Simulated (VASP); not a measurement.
A run of VASP 6.6.1 is set up as follows.

Contents of POSCAR:

```
KSi2Sb3
1.0
    3.9425072719      0.0000000026      0.0000000000
   -1.9712536382      3.4143114507      0.0000000000
    0.0000000000      0.0000000000     11.8778552600
K Si Sb
1 2 3
Direct
    0.0000000000      0.0000000000      0.0000000000
    0.3333333333      0.6666666667      0.6496742006
    0.6666666667      0.3333333333      0.3503257994
    0.3333333333      0.6666666667      0.2319793727
    0.6666666667      0.3333333333      0.7680206273
    0.0000000000      0.0000000000      0.5000000000
```

Contents of INCAR.step1:

```
PREC = Accurate ; ENCUT = 520
ISMEAR = -1 ; SIGMA = 0.03
LREAL = False ; LASPH = True
NELM = 100 ; NBANDS = 25
GGA = PE ; ALGO = Normal
EDIFF = 1E-4 ; LWAVE = True
LCHARG = False
```

Contents of INCAR.step2:

```
PREC = Accurate ; ENCUT = 520
EDIFF = 1E-6 ; ISMEAR = -1
SIGMA = 0.03 ; LREAL = False
LASPH = True ; NELM = 100
ALGO = Normal ; ISIF = 2
LWAVE = False ; LCHARG = False
METAGGA = R2SCAN ; LMIXTAU = True
LUSE_VDW = True ; IVDW_NL = 2
BPARAM = 11.95 ; CPARAM = 0.0093
NBANDS = 25 ; ISTART = 1
```

File KPOINTS:

```
regular mesh
0
Gamma
  12 12 4
```

Potentials or basis: VASP PAW PBE potentials, release 64 (K_sv, Si, Sb).

The run is started by

```sh
$ cat potpaw_PBE.64/K_sv/POTCAR potpaw_PBE.64/Si/POTCAR potpaw_PBE.64/Sb/POTCAR > POTCAR
$ cp INCAR.step1 INCAR
$ mpirun -np 1 vasp_std > vasp.out
$ cp INCAR.step2 INCAR
$ mpirun -np 1 vasp_std > vasp.out
```

Task: Estimate the band gap on the k mesh.

Result: Zero (bands 16 and 17 overlap by 0.94 eV).

Task: Estimate the largest force.

Result: 0.037 eV/Å.

Task: Estimate the pressure.

Result: 0.3 GPa.

Forces in eV/Å, atoms in the order of the input:
```
K    0.000  0.000  0.000
Si   0.000  0.000 -0.026
Si   0.000  0.000  0.026
Sb   0.000  0.000 -0.037
Sb   0.000  0.000  0.037
Sb   0.000  0.000  0.000
```

Caveat: the PAW data sets were made with another functional, which shifts forces and pressure a little; spin-orbit coupling is left out, which moves the levels of the heavy elements.
